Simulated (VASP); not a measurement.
# Al2Cu (Khatyrkite) (I4/mcm) in VASP: a series of runs

The runs below take Al2Cu (Khatyrkite) through single point, with PBEsol.

Program: VASP 6.6.1. These are calculated values, not measurements. Logs are shortened: lines on timing, memory, paths and dates and some standing lists are left out, and cuts for length are marked.

### Step 1. The cell of the first run

The structure is tetragonal, space group I4/mcm (No. 140). The conventional cell has a = 6.067 Å, b = 6.067 Å, c = 4.877 Å, α = 90.00°, β = 90.00°, γ = 90.00°. Within 3.2 Å of Cu (site symmetry 422) lie 2 Cu at 2.44 Å and 8 Al at 2.59 Å. Within 3.4 Å of Al (site symmetry m2m) lie 4 Cu at 2.59 Å and 11 Al at 2.71 to 3.23 Å.

### Step 2. Single point, PBEsol

File INCAR:

```
  PREC = Accurate
  ENCUT = 520
  EDIFF = 1E-6
  ISMEAR = -1
  SIGMA = 0.05
  LREAL = F
  LASPH = T
  NELM = 60
  ALGO = Fast
  ISIF = 2
  LWAVE = F
  LCHARG = F
  GGA = PS
  NBANDS = 26
```

File KPOINTS:

```
regular mesh
0
Gamma
  7 7 7
```

File POSCAR:

```
Al2Cu
1.0
   -3.0335000000      3.0335000000      2.4385000000
    3.0335000000     -3.0335000000      2.4385000000
    3.0335000000      3.0335000000     -2.4385000000
Cu Al
2 4
Direct
    0.2500000000      0.2500000000      0.0000000000
    0.7500000000      0.7500000000      0.0000000000
    0.3419000000      0.1581000000      0.5000000000
    0.8419000000      0.3419000000      0.1838000000
    0.6581000000      0.8419000000      0.5000000000
    0.1581000000      0.6581000000      0.8162000000
```

Potentials or basis: VASP PAW PBE potentials, release 64 (Cu, Al).

Run with:

```console
cat potpaw_PBE.64/Cu/POTCAR potpaw_PBE.64/Al/POTCAR > POTCAR
mpirun -np 1 vasp_std > vasp.out
```

OUTCAR:

```text
PREC = Accurate
   ENCUT = 520
   EDIFF = 1E-6
   ISMEAR = -1
   LREAL = F
   LASPH = T
   NELM = 60
   ISIF = 2
   GGA = PS

 ion  position               nearest neighbor table
   1  0.250  0.250  0.000-   2 2.44   2 2.44   6 2.59   4 2.59   6 2.59   4 2.59   3 2.59   3 2.59
                             5 2.59   5 2.59
   2  0.750  0.750  0.000-   1 2.44   1 2.44   6 2.59   4 2.59   6 2.59   4 2.59   5 2.59   5 2.59
                             3 2.59   3 2.59
   3  0.342  0.158  0.500-   1 2.59   1 2.59   2 2.59   2 2.59   5 2.71   5 2.90   5 2.90   6 3.10
                             4 3.10   6 3.10   4 3.10   6 3.23   4 3.23   4 3.23   6 3.23
   4  0.842  0.342  0.184-   1 2.59   2 2.59   2 2.59   1 2.59   6 2.71   6 2.90   6 2.90   3 3.10
                             5 3.10   3 3.10   5 3.10   3 3.23   5 3.23   3 3.23   5 3.23
   5  0.658  0.842  0.500-   2 2.59   2 2.59   1 2.59   1 2.59   3 2.71   3 2.90   3 2.90   6 3.10
                             4 3.10   6 3.10   4 3.10   6 3.23   4 3.23   6 3.23   4 3.23
   6  0.158  0.658  0.816-   1 2.59   2 2.59   2 2.59   1 2.59   4 2.71   4 2.90   4 2.90   3 3.10
                             5 3.10   5 3.10   3 3.10   3 3.23   5 3.23   3 3.23   5 3.23

  LATTYP: Found a body centered tetragonal cell.
 ALAT       =     6.0670000000
 C/A-ratio  =     0.8038569309

  Lattice vectors:

 A1 = (  -3.0335000000,   3.0335000000,   2.4385000000)
 A2 = (   3.0335000000,  -3.0335000000,   2.4385000000)
 A3 = (   3.0335000000,   3.0335000000,  -2.4385000000)

Analysis of symmetry for initial positions (statically):
=====================================================================
 Subroutine PRICEL returns:
 Original cell was already a primitive cell.

 Routine SETGRP: Setting up the symmetry group for a
 body centered tetragonal supercell.

 Subroutine GETGRP returns: Found 16 space group operations
 (whereof  8 operations were pure point group operations)
 out of a pool of 16 trial point group operations.

The static configuration has the point symmetry C_4h.
 The point group associated with its full space group is D_4h.

Analysis of symmetry for dynamics (positions and initial velocities):
=====================================================================
 Subroutine PRICEL returns:
 Original cell was already a primitive cell.

 Routine SETGRP: Setting up the symmetry group for a
 body centered tetragonal supercell.

 Subroutine GETGRP returns: Found 16 space group operations
 (whereof  8 operations were pure point group operations)
 out of a pool of 16 trial point group operations.

The dynamic configuration has the point symmetry C_4h.
 The point group associated with its full space group is D_4h.

 Subroutine INISYM returns: Found 16 space group operations
 (whereof  8 operations are pure point group operations),
 and found     1 'primitive' translations

----------------------------------------------------------------------------------------

                                     Primitive cell

  volume of cell :      89.7575

  direct lattice vectors                    reciprocal lattice vectors
    -3.033500000  3.033500000  2.438500000     0.000000000  0.164826108  0.205044084
     3.033500000 -3.033500000  2.438500000     0.164826108  0.000000000  0.205044084
     3.033500000  3.033500000 -2.438500000     0.164826108  0.164826108  0.000000000

  length of vectors
     4.934625290  4.934625290  4.934625290     0.263079309  0.263079309  0.233099318

  position of ions in fractional coordinates (direct lattice)
     0.250000000  0.250000000  0.000000000
     0.750000000  0.750000000  0.000000000
     0.341900000  0.158100000  0.500000000
     0.841900000  0.341900000  0.183800000
     0.658100000  0.841900000  0.500000000
     0.158100000  0.658100000  0.816200000

  ion indices of the primitive-cell ions
   primitive index   ion index
                 1           1
                 2           2
                 3           3
                 4           4
                 5           5
                 6           6

----------------------------------------------------------------------------------------

 KPOINTS: regular mesh

Automatic generation of k-mesh.
 Grid dimensions read from file:
 generate k-points for:    7    7    7

 Generating k-lattice:

  Cartesian coordinates                     Fractional coordinates (reciprocal lattice)
     0.000000000  0.023546587  0.029292012     0.142857143 -0.000000000  0.000000000
     0.023546587  0.000000000  0.029292012    -0.000000000  0.142857143  0.000000000
     0.023546587  0.023546587  0.000000000     0.000000000  0.000000000  0.142857143

  Length of vectors
     0.037582758  0.037582758  0.033299903

  Shift w.r.t. Gamma in fractional coordinates (k-lattice)
     0.000000000  0.000000000  0.000000000

 Subroutine IBZKPT returns following result:
 ===========================================

 Found     40 irreducible k-points:

 Following reciprocal coordinates:
            Coordinates               Weight
  0.000000  0.000000  0.000000      1.000000
  0.142857  0.000000  0.000000      8.000000
  0.285714  0.000000  0.000000      8.000000
  0.428571 -0.000000  0.000000      8.000000
  0.142857  0.142857  0.000000      8.000000
  0.285714  0.142857  0.000000     16.000000
[... 16 lines left out ...]
 -0.142857  0.285714  0.142857      8.000000
 -0.428571  0.428571  0.142857      8.000000
 [... further k-points ...]
   k-points           NKPTS =     40   k-points in BZ     NKDIM =     40   number of bands    NBANDS=     26
   number of dos      NEDOS =    301   number of ions     NIONS =      6
   total plane-waves  NPLWV =  64000
   dimension x,y,z NGX =    40 NGY =   40 NGZ =   40
   dimension x,y,z NGXF=    80 NGYF=   80 NGZF=   80
   ions per type =               2   4
   NGX,Y,Z   is equivalent  to a cutoff of  13.48, 13.48, 13.48 a.u.
   NGXF,Y,Z  is equivalent  to a cutoff of  26.95, 26.95, 26.95 a.u.
 SYSTEM =  unknown system
   PREC   = accura    normal or accurate (medium, high low for compatibility)
   ISTART =      0    job   : 0-new  1-cont  2-samecut
   ICHARG =      2    charge: 1-file 2-atom 10-const
   ISPIN  =      1    spin polarized calculation?
   LNONCOLLINEAR =      F non collinear calculations
   LSORBIT =      F    spin-orbit coupling
   LASPH  =      T    aspherical Exc in radial PAW
   ENCUT  =  520.0 eV  38.22 Ry    6.18 a.u.   9.18  9.18  9.18*2*pi/ulx,y,z
   NELM   =     60;   NELMIN=  2; NELMDL= -5     # of ELM steps
   EDIFF  = 0.1E-05   stopping-criterion for ELM
   LREAL  =      F    real-space projection
   EDIFFG = 0.1E-04   stopping-criterion for IOM
   NSW    =      0    number of steps for IOM
   IBRION =     -1    ionic relax: 0-MD 1-quasi-New 2-CG
   NFREE  =      0    steps in history (QN), initial steepest desc. (CG)
   ISIF   =      2    stress and relaxation
   ISYM   =      2    0-nonsym 1-usesym 2-fastsym
   POTIM  = 0.5000    time-step for ionic-motion
   TEBEG  =    0.0;   TEEND  =   0.0 temperature during run
   PSTRESS=    0.0 pullay stress
   NELECT =      34.0000    total number of electrons
   NUPDOWN=      -1.0000    fix difference up-down
   EMIN   =  10.00;   EMAX   =-10.00  energy-range for DOS
   EFERMI =   0.00;   METHOD = LEGACY
   ISMEAR =    -1;   SIGMA  =   0.05  broadening in eV -4-tet -1-fermi 0-gaus
   EFERMI_NEDOS =   21; number of points for ismear=-14 and -15
   IALGO  =     68    algorithm
   IMIX   =      4    mixing-type and parameters
     AMIX     =   0.40;   BMIX     =  1.00
     AMIX_MAG =   1.60;   BMIX_MAG =  1.00
  volume/ion in A,a.u.               =      14.96       100.95
  Fermi-wavevector in a.u.,A,eV,Ry     =   1.184525  2.238428 19.090326  1.403099
  Thomas-Fermi vector in A             =   2.320737
   LORBIT       =      0    0 simple, 1 ext, 2 COOP (PROOUT), +10 PAW based schemes
   GGA     = PS    functional components
   LHFCALC =     F    Hartree Fock is set to
   AEXX    =    0.0000 exact exchange contribution
   IVDW    =     0    specifies the selected vdW correction
   LEPSILON=     F    determine dielectric tensor
   LRPA    =     F    only Hartree local field effects (RPA)
 non-spin polarized calculation
 RMM-DIIS sequential band-by-band and
  energy-cutoff  :      520.00
  volume of cell :       89.76
 maximum number of plane-waves:      2431
 NGX is ok and might be reduce to    40
   NGX = 19   NGY = 19   NGZ = 19

 number of electron      33.9999978 magnetization

 Free energy of the ion-electron system (eV)
  ---------------------------------------------------
  ext. energy  EPLUGINS =         0.00000000
  ---------------------------------------------------
  free energy    TOTEN  =       -25.99030293 eV

  energy without entropy =      -25.98079998  energy(sigma->0) =      -25.98555145

 E-fermi :   7.9210     XC(G=0): -10.9319

 val. band max:        7.8908881870   @ k =   0.0000   0.0000   0.0000
 cond. band min:       7.9249729061   @ k =  -0.2857  -0.4286   0.2857
 fundamental gap:      0.0340847191
 Fermi energy:         7.9210396971

 k-point     1 :       0.0000    0.0000    0.0000
  band No.  band energies     occupation
      1      -2.8766      2.00000
      2       2.5529      2.00000
      3       2.7619      2.00000
      4       2.7619      2.00000
      5       2.7737      2.00000
      6       3.6622      2.00000
[... 18 lines left out ...]
     25      13.0639      0.00000
     26      13.6378      0.00000

 k-point     2 :       0.1429    0.0000    0.0000
  band No.  band energies     occupation
      1      -2.6638      2.00000
      2       2.5330      2.00000
      3       2.6921      2.00000
      4       2.7500      2.00000
      5       2.8172      2.00000
      6       3.6236      2.00000
[... 18 lines left out ...]
     25      13.2987      0.00000
     26      13.9345      0.00000

 k-point     3 :       0.2857    0.0000    0.0000
  band No.  band energies     occupation
      1      -2.0305      2.00000
      2       1.9301      2.00000
      3       2.5067      2.00000
      4       2.7064      2.00000
      5       2.9102      2.00000
      6       3.4744      2.00000
[... 18 lines left out ...]
     25      14.2163      0.00000
     26      14.2823      0.00000

 k-point     4 :       0.4286   -0.0000    0.0000
  band No.  band energies     occupation
      1      -0.9944      2.00000
      2       0.3960      2.00000
      3       2.5344      2.00000
      4       2.6219      2.00000
      5       3.0004      2.00000
      6       3.2048      2.00000
[... 18 lines left out ...]
     25      14.4632      0.00000
     26      14.9006      0.00000

 k-point     5 :       0.1429    0.1429    0.0000
  band No.  band energies     occupation
      1      -2.1951      2.00000
      2       2.3618      2.00000
      3       2.5272      2.00000
      4       2.5373      2.00000
      5       3.0952      2.00000
      6       3.3941      2.00000
[... 18 lines left out ...]
     25      13.3757      0.00000
     26      15.1598      0.00000

 k-point     6 :       0.2857    0.1429    0.0000
  band No.  band energies     occupation
      1      -1.3161      2.00000
      2       1.1181      2.00000
      3       2.0109      2.00000
      4       2.5010      2.00000
      5       3.2461      2.00000
      6       3.4033      2.00000
[... 427 lines left out ...]
 k-point    21 :       0.4286    0.2857    0.1429
  band No.  band energies     occupation
      1      -0.9004      2.00000
      2       0.1991      2.00000
      3       1.8070      2.00000
      4       2.1035      2.00000
      5       3.1758      2.00000
      6       3.2992      2.00000
[... 18 lines left out ...]
     25      14.1672      0.00000
     26      15.5418      0.00000

 k-point    22 :      -0.2857    0.2857    0.1429
  band No.  band energies     occupation
      1      -2.0493      2.00000
      2       1.1862      2.00000
      3       2.5907      2.00000
      4       2.6770      2.00000
      5       2.9373      2.00000
      6       3.2205      2.00000
[... 18 lines left out ...]
     25      12.3764      0.00000
     26      15.9057      0.00000

 k-point    23 :      -0.1429    0.2857    0.1429
  band No.  band energies     occupation
      1      -2.0031      2.00000
      2       1.9958      2.00000
      3       2.1787      2.00000
      4       2.3529      2.00000
      5       2.8770      2.00000
      6       3.2283      2.00000
[... 18 lines left out ...]
     25      14.0202      0.00000
     26      14.3752      0.00000

 k-point    24 :      -0.4286    0.4286    0.1429
  band No.  band energies     occupation
      1      -1.2410      2.00000
      2      -0.1211      2.00000
      3       2.6208      2.00000
      4       2.7911      2.00000
      5       3.0762      2.00000
      6       3.1643      2.00000
[... 18 lines left out ...]
     25      13.8254      0.00000
     26      14.0426      0.00000

 [... further k-points ...]
[... 5 lines left out ...]
  --------------------------------------------------------------------------------------
  -------------------------------------------------------------------------------------
  Total       -1.8852573     -1.8852573     -1.7553598      0.0000000      0.0000000      0.0000000
  in kB      -33.6519680    -33.6519680    -31.3332893      0.0000000      0.0000000      0.0000000
  external PRESSURE =     -32.8790751 kB  Pullay stress =       0.0000000 kB

 VOLUME and BASIS-vectors are now :
 -----------------------------------------------------------------------------
  energy-cutoff  :      520.00
  volume of cell :       89.76
      direct lattice vectors                 reciprocal lattice vectors
    -3.033500000  3.033500000  2.438500000     0.000000000  0.164826108  0.205044084
     3.033500000 -3.033500000  2.438500000     0.164826108  0.000000000  0.205044084
     3.033500000  3.033500000 -2.438500000     0.164826108  0.164826108  0.000000000

 POSITION                                       TOTAL-FORCE (eV/Angst)
 -----------------------------------------------------------------------------------
      0.00000      0.00000      1.21925        -0.000000      0.000000     -0.000000
      0.00000      0.00000      3.65775        -0.000000      0.000000     -0.000000
      0.95919      2.07431      0.00000         0.046627     -0.046627      0.000000
     -0.95919      2.07431      2.43850        -0.046627     -0.046627     -0.000000
      2.07431      0.95919      2.43850        -0.046627      0.046627     -0.000000
      3.99269      0.95919     -0.00000         0.046627      0.046627      0.000000
 -----------------------------------------------------------------------------------
    total drift:                               -0.000000     -0.000000      0.000000

  FREE ENERGIE OF THE ION-ELECTRON SYSTEM (eV)
  ---------------------------------------------------
  free  energy   TOTEN  =       -25.9903029317 eV

  energy  without entropy=      -25.9807999754  energy(sigma->0) =      -25.98555145
```

Wall time 1.8 min (1 thread of Intel Xeon Platinum 8559C (Emerald Rapids), shared host); peak memory 0.27 GiB.

Results:

* Free energy: -25.9903 eV
* Pressure: -3.3 GPa
* Largest force: 0.066 eV/Å
* Band gap on the k mesh: zero (band 17 reaches 9.91 eV, above the bottom of band 18 at 6.23 eV)

Forces in eV/Å, atoms in the order of the input:
```
Cu   0.000  0.000  0.000
Cu   0.000  0.000  0.000
Al   0.047 -0.047  0.000
Al  -0.047 -0.047  0.000
Al  -0.047  0.047  0.000
Al   0.047  0.047  0.000
```

Caveat: the PAW data sets were made with another functional, which shifts forces and pressure a little.

(Continued in part 2 of 2.)
